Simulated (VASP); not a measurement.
# SiC (I-4m2) in VASP: notebook

The runs below take SiC through single point, with r2SCAN.

All numbers are computed with VASP 6.6.1; they aren't measurements. Logs are shortened: lines on timing, memory, paths and dates and some standing lists are left out, and cuts for length are marked.

## (1) The cell of the first run

It takes space group I-4m2 (No. 119, tetragonal). Conventional cell: a = 3.096 Å, b = 3.096 Å, c = 4.343 Å, α = 90.00°, β = 90.00°, γ = 90.00°. Si (site symmetry -4m2) has 4 C at 1.89 Å within 2.5 Å. C (site symmetry -4m2) has 4 Si at 1.89 Å within 2.5 Å.

## (2) Single point, r2SCAN (in-plane strain +0.005)

The input, POSCAR:

```
SiC
1.0
    2.1890608799      2.1890608799      0.0000000000
   -2.1890608799      2.1890608799      0.0000000000
    0.0000000000      2.1890608799      2.1716355196
Si C
1 1
Direct
    0.0000000000      0.0000000000      0.0000000000
    0.7500000000      0.2500000000      0.5000000000
```

The input, INCAR.step1:

```
PREC = Accurate
ENCUT = 520
ISMEAR = 0
SIGMA = 0.01
LREAL = F
LASPH = T
NELM = 100
NBANDS = 11
GGA = PE
ALGO = Normal
EDIFF = 1E-4
LWAVE = T
LCHARG = F
```

The input, INCAR.step2:

```
PREC = Accurate
ENCUT = 520
EDIFF = 1E-6
ISMEAR = 0
SIGMA = 0.01
LREAL = F
LASPH = T
NELM = 100
ALGO = Normal
ISIF = 2
LWAVE = F
LCHARG = F
METAGGA = R2SCAN
LMIXTAU = T
NBANDS = 11
ISTART = 1
```

The input, KPOINTS:

```
Automatic mesh
0
Gamma
  10 10 10
```

Potentials or basis: VASP PAW PBE potentials, release 64 (Si, C).

Started as:

```bash
cat potpaw_PBE.64/Si/POTCAR potpaw_PBE.64/C/POTCAR > POTCAR
cp INCAR.step1 INCAR
mpirun -np 1 vasp_std > vasp.out
cp INCAR.step2 INCAR
mpirun -np 1 vasp_std > vasp.out
```

OUTCAR:

```text
PREC = Accurate
   ENCUT = 520
   EDIFF = 1E-6
   ISMEAR = 0
   LREAL = F
   LASPH = T
   NELM = 100
   ISIF = 2
   METAGGA = R2SCAN
   ISTART = 1

 ion  position               nearest neighbor table
   1  0.000  0.000  0.000-   2 1.89   2 1.89   2 1.89   2 1.89
   2  0.750  0.250  0.500-   1 1.89   1 1.89   1 1.89   1 1.89

  LATTYP: Found a body centered tetragonal cell.
 ALAT       =     3.0957995852
 C/A-ratio  =     1.4029561409

  Lattice vectors:

 A1 = (   2.1890608799,   0.0000000000,  -2.1716355196)
 A2 = (  -2.1890608799,   0.0000000000,  -2.1716355196)
 A3 = (   0.0000000000,   2.1890608799,   2.1716355196)

Analysis of symmetry for initial positions (statically):
=====================================================================
 Subroutine PRICEL returns:
 Original cell was already a primitive cell.

 Routine SETGRP: Setting up the symmetry group for a
 body centered tetragonal supercell.

 Subroutine GETGRP returns: Found  8 space group operations
 (whereof  8 operations were pure point group operations)
 out of a pool of 16 trial point group operations.

The static configuration has the point symmetry D_2d.

Analysis of symmetry for dynamics (positions and initial velocities):
=====================================================================
 Subroutine PRICEL returns:
 Original cell was already a primitive cell.

 Routine SETGRP: Setting up the symmetry group for a
 body centered tetragonal supercell.

 Subroutine GETGRP returns: Found  8 space group operations
 (whereof  8 operations were pure point group operations)
 out of a pool of 16 trial point group operations.

The dynamic configuration has the point symmetry D_2d.

 Subroutine INISYM returns: Found  8 space group operations
 (whereof  8 operations are pure point group operations),
 and found     1 'primitive' translations

----------------------------------------------------------------------------------------

                                     Primitive cell

  volume of cell :      20.8129

  direct lattice vectors                    reciprocal lattice vectors
     2.189060880  2.189060880  0.000000000     0.228408449  0.228408449 -0.230241215
    -2.189060880  2.189060880  0.000000000    -0.228408449  0.228408449 -0.230241215
     0.000000000  2.189060880  2.171635520     0.000000000  0.000000000  0.460482429

  length of vectors
     3.095799585  3.095799585  3.083502613     0.396676009  0.396676009  0.460482429

  position of ions in fractional coordinates (direct lattice)
     0.000000000  0.000000000  0.000000000
     0.750000000  0.250000000  0.500000000

  ion indices of the primitive-cell ions
   primitive index   ion index
                 1           1
                 2           2

----------------------------------------------------------------------------------------

 KPOINTS: Automatic mesh

Automatic generation of k-mesh.
 Grid dimensions read from file:
 generate k-points for:   10   10   10

 Generating k-lattice:

  Cartesian coordinates                     Fractional coordinates (reciprocal lattice)
     0.022840845  0.022840845 -0.023024121     0.100000000  0.000000000  0.000000000
    -0.022840845  0.022840845 -0.023024121     0.000000000  0.100000000  0.000000000
     0.000000000  0.000000000  0.046048243     0.000000000  0.000000000  0.100000000

  Length of vectors
     0.039667601  0.039667601  0.046048243

  Shift w.r.t. Gamma in fractional coordinates (k-lattice)
     0.000000000  0.000000000  0.000000000

 Subroutine IBZKPT returns following result:
 ===========================================

 Found    102 irreducible k-points:

 Following reciprocal coordinates:
            Coordinates               Weight
  0.000000  0.000000  0.000000      1.000000
  0.100000  0.000000  0.000000      8.000000
  0.200000  0.000000  0.000000      8.000000
  0.300000  0.000000 -0.000000      8.000000
  0.400000  0.000000 -0.000000      8.000000
  0.500000  0.000000  0.000000      4.000000
[... 16 lines left out ...]
  0.300000  0.300000 -0.000000      8.000000
  0.400000  0.300000  0.000000     16.000000
 [... further k-points ...]
   k-points           NKPTS =    102   k-points in BZ     NKDIM =    102   number of bands    NBANDS=     11
   number of dos      NEDOS =    301   number of ions     NIONS =      2
   total plane-waves  NPLWV =  13824
   dimension x,y,z NGX =    24 NGY =   24 NGZ =   24
   dimension x,y,z NGXF=    48 NGYF=   48 NGZF=   48
   ions per type =               1   1
   NGX,Y,Z   is equivalent  to a cutoff of  12.89, 12.89, 12.94 a.u.
   NGXF,Y,Z  is equivalent  to a cutoff of  25.78, 25.78, 25.88 a.u.
 SYSTEM =  unknown system
   PREC   = accura    normal or accurate (medium, high low for compatibility)
   ISTART =      1    job   : 0-new  1-cont  2-samecut
   ICHARG =      0    charge: 1-file 2-atom 10-const
   ISPIN  =      1    spin polarized calculation?
   LNONCOLLINEAR =      F non collinear calculations
   LSORBIT =      F    spin-orbit coupling
   LASPH  =      T    aspherical Exc in radial PAW
   ENCUT  =  520.0 eV  38.22 Ry    6.18 a.u.   5.76  5.76  5.73*2*pi/ulx,y,z
   NELM   =    100;   NELMIN=  2; NELMDL=  0     # of ELM steps
   EDIFF  = 0.1E-05   stopping-criterion for ELM
   LREAL  =      F    real-space projection
[... 7 lines left out ...]
   TEBEG  =    0.0;   TEEND  =   0.0 temperature during run
   PSTRESS=    0.0 pullay stress
   NELECT =       8.0000    total number of electrons
   NUPDOWN=      -1.0000    fix difference up-down
   EMIN   =  10.00;   EMAX   =-10.00  energy-range for DOS
   EFERMI =   0.00;   METHOD = LEGACY
   ISMEAR =     0;   SIGMA  =   0.01  broadening in eV -4-tet -1-fermi 0-gaus
   EFERMI_NEDOS =   21; number of points for ismear=-14 and -15
   IALGO  =     38    algorithm
   IMIX   =      4    mixing-type and parameters
     AMIX     =   0.40;   BMIX     =  1.00
     AMIX_MAG =   1.60;   BMIX_MAG =  1.00
  volume/ion in A,a.u.               =      10.41        70.23
  Fermi-wavevector in a.u.,A,eV,Ry     =   1.190311  2.249363 19.277298  1.416841
  Thomas-Fermi vector in A             =   2.326399
   LORBIT       =      0    0 simple, 1 ext, 2 COOP (PROOUT), +10 PAW based schemes
   METAGGA = R2SCAN    functional components
   LHFCALC =     F    Hartree Fock is set to
   AEXX    =    0.0000 exact exchange contribution
   IVDW    =     0    specifies the selected vdW correction
   LEPSILON=     F    determine dielectric tensor
   LRPA    =     F    only Hartree local field effects (RPA)
 non-spin polarized calculation
 Gauss-broadening in eV      SIGMA  =   0.01
  energy-cutoff  :      520.00
  volume of cell :       20.81
 maximum number of plane-waves:       580
   NGX = 11   NGY = 11   NGZ = 11

 number of electron       8.0000001 magnetization

 Free energy of the ion-electron system (eV)
  ---------------------------------------------------
  ext. energy  EPLUGINS =         0.00000000
  ---------------------------------------------------
  free energy    TOTEN  =       -19.32538065 eV

  energy without entropy =      -19.32538065  energy(sigma->0) =      -19.32538065

 E-fermi :   8.0065     XC(G=0): -11.9083

 val. band max:        7.9547309466   @ k =   0.0000   0.0000   0.0000
 cond. band min:       9.5966490080   @ k =   0.0000   0.0000   0.5000
 fundamental gap:      1.6419180614
 Fermi energy:         8.0064507878

 k-point     1 :       0.0000    0.0000    0.0000
  band No.  band energies     occupation
      1      -8.2157      2.00000
      2       7.8992      2.00000
      3       7.8992      2.00000
      4       7.9547      2.00000
      5      14.6777      0.00000
      6      15.7071      0.00000
      7      15.7311      0.00000
      8      15.7312      0.00000
      9      22.9639      0.00000
     10      23.2135      0.00000
     11      25.5856      0.00000

 k-point     2 :       0.1000    0.0000    0.0000
  band No.  band energies     occupation
      1      -8.0143      2.00000
      2       6.8690      2.00000
      3       7.7555      2.00000
      4       7.8008      2.00000
      5      14.9406      0.00000
      6      15.9682      0.00000
      7      15.9854      0.00000
      8      16.0664      0.00000
      9      22.0587      0.00000
     10      22.2563      0.00000
     11      25.2572      0.00000

 k-point     3 :       0.2000    0.0000    0.0000
  band No.  band energies     occupation
      1      -7.4199      2.00000
      2       4.6659      2.00000
      3       7.4250      2.00000
      4       7.4877      2.00000
      5      14.6369      0.00000
      6      16.3445      0.00000
      7      16.3801      0.00000
      8      17.3995      0.00000
      9      21.4477      0.00000
     10      21.5449      0.00000
     11      24.3131      0.00000

 k-point     4 :       0.3000    0.0000   -0.0000
  band No.  band energies     occupation
      1      -6.4738      2.00000
      2       2.2704      2.00000
      3       7.0831      2.00000
      4       7.1647      2.00000
      5      14.2198      0.00000
      6      16.1677      0.00000
      7      16.2674      0.00000
      8      18.4845      0.00000
      9      22.3786      0.00000
     10      22.3976      0.00000
     11      24.0496      0.00000
[... 239 lines left out ...]
 k-point    22 :      -0.2000    0.2000    0.0000
  band No.  band energies     occupation
      1      -7.1585      2.00000
      2       5.3900      2.00000
      3       6.4151      2.00000
      4       6.4486      2.00000
      5      13.3765      0.00000
      6      15.5694      0.00000
      7      18.1275      0.00000
      8      18.2830      0.00000
      9      19.4206      0.00000
     10      24.3767      0.00000
     11      28.2756      0.00000

 k-point    23 :       0.3000    0.3000   -0.0000
  band No.  band energies     occupation
      1      -4.0816      2.00000
      2       0.9236      2.00000
      3       2.4849      2.00000
      4       6.0827      2.00000
      5      12.9038      0.00000
      6      18.0071      0.00000
      7      18.6131      0.00000
      8      19.5030      0.00000
      9      22.1576      0.00000
     10      22.6301      0.00000
     11      30.0269      0.00000

 k-point    24 :       0.4000    0.3000    0.0000
  band No.  band energies     occupation
      1      -3.4753      2.00000
      2       0.3429      2.00000
      3       2.5141      2.00000
      4       5.5396      2.00000
      5      12.0259      0.00000
      6      17.3270      0.00000
      7      19.5375      0.00000
      8      20.1449      0.00000
      9      22.0794      0.00000
     10      24.2536      0.00000
     11      30.5268      0.00000

 [... further k-points ...]

------------------------ aborting loop because EDIFF is reached ----------------------------------------

  FORCE on cell =-STRESS in cart. coord.  units (eV):
  Direction    XX          YY          ZZ          XY          YZ          ZX
  --------------------------------------------------------------------------------------
  -------------------------------------------------------------------------------------
  Total       -0.3207678     -0.3207678     -0.0343808      0.0000000     -0.0000000      0.0000000
  in kB      -24.6927055    -24.6927055     -2.6466375      0.0000000     -0.0000000      0.0000000
  external PRESSURE =     -17.3440162 kB  Pullay stress =       0.0000000 kB

 VOLUME and BASIS-vectors are now :
 -----------------------------------------------------------------------------
  energy-cutoff  :      520.00
  volume of cell :       20.81
      direct lattice vectors                 reciprocal lattice vectors
     2.189060880  2.189060880  0.000000000     0.228408449  0.228408449 -0.230241215
    -2.189060880  2.189060880  0.000000000    -0.228408449  0.228408449 -0.230241215
     0.000000000  2.189060880  2.171635520     0.000000000  0.000000000  0.460482429

 POSITION                                       TOTAL-FORCE (eV/Angst)
 -----------------------------------------------------------------------------------
      0.00000      0.00000      0.00000        -0.000000     -0.000000      0.000000
      1.09453      3.28359      1.08582         0.000000      0.000000      0.000000
 -----------------------------------------------------------------------------------
    total drift:                                0.000001      0.000000     -0.000000

  FREE ENERGIE OF THE ION-ELECTRON SYSTEM (eV)
  ---------------------------------------------------
  free  energy   TOTEN  =       -19.3253806540 eV

  energy  without entropy=      -19.3253806540  energy(sigma->0) =      -19.32538065
```

It took 64 s on 1 thread of Intel Xeon 8259CL, shared host; peak memory 0.15 GiB.

Results:

```
Free energy            : -19.3254 eV
Pressure               : -1.7 GPa
Band gap on the k mesh : 1.64 eV (least direct gap 5.04 eV)
```

Levels at points of the mesh, in eV from the valence-band top:
| k point | band 2 | band 3 | band 4 | band 5 | band 6 | band 7 |
| --- | --- | --- | --- | --- | --- | --- |
| (0.00, 0.00, 0.00) | -0.06 | -0.06 | 0.00 | 6.72 | 7.75 | 7.78 |
| (0.50, 0.00, 0.00) | -8.82 | -1.19 | -1.09 | 5.89 | 7.63 | 7.76 |
| (0.50, 0.50, 0.00) | -8.10 | -3.34 | -3.32 | 1.72 | 4.81 | 14.90 |
| (0.00, 0.00, 0.50) | -8.00 | -3.42 | -3.42 | 1.64 | 4.67 | 15.00 |

Caveat: the cell differs from its parent crystal (in-plane strain +0.005); the PAW data sets were made with another functional, which shifts forces and pressure a little. A k mesh can miss the band edges.

## (3) Single point, r2SCAN (film at in-plane strain +0.005)

Changes to POSCAR since step 2:

```diff
@@ -4,3 +4,3 @@
    -2.1890608799      2.1890608799      0.0000000000
-    0.0000000000      2.1890608799      2.1716355196
+    0.0000000000      2.1890608799      2.1712265805
 Si C
```

Changes to INCAR.step1 since step 2:

```diff
@@ -6,3 +6,3 @@
 LASPH = T
-NELM = 100
+NELM = 60
 NBANDS = 11
```

The input, INCAR.step2:

```
PREC = Accurate
ENCUT = 520
EDIFF = 1E-7
ISMEAR = 0
SIGMA = 0.01
LREAL = F
LASPH = T
NELM = 60
ALGO = Normal
ISIF = 2
LWAVE = F
LCHARG = T
METAGGA = R2SCAN
LMIXTAU = T
LELF = T
LVHAR = T
NBANDS = 11
ISTART = 1
```

KPOINTS is that of step 2.

Potentials or basis: VASP PAW PBE potentials, release 64 (Si, C).

Started as:

```bash
cat potpaw_PBE.64/Si/POTCAR potpaw_PBE.64/C/POTCAR > POTCAR
cp INCAR.step1 INCAR
mpirun -np 1 vasp_std > vasp.out
cp INCAR.step2 INCAR
mpirun -np 1 vasp_std > vasp.out
```

Run time: 1.7 min. Hardware: 1 thread of Intel Xeon 8259CL, shared host; peak memory 0.15 GiB.

The run converged. Its results:

```
Free energy            : -19.3254 eV
Pressure               : -1.7 GPa
Band gap on the k mesh : 1.64 eV (least direct gap 5.04 eV)
```

Stress tensor (GPa, compression positive):
```
-2.46  0.00  0.00
 0.00 -2.46  0.00
 0.00  0.00 -0.20
```

Levels at points of the mesh, in eV from the valence-band top:
```
           k point  band 2  band 3  band 4  band 5  band 6  band 7
(0.00, 0.00, 0.00)   -0.06   -0.06    0.00    6.72    7.75    7.78
(0.50, 0.00, 0.00)   -8.83   -1.20   -1.09    5.89    7.63    7.76
(0.50, 0.50, 0.00)   -8.11   -3.34   -3.32    1.72    4.81   14.90
(0.00, 0.00, 0.50)   -8.00   -3.42   -3.42    1.64    4.66   15.00
```

Caveat: the cell differs from its parent crystal (film at in-plane strain +0.005); the PAW data sets were made with another functional, which shifts forces and pressure a little.
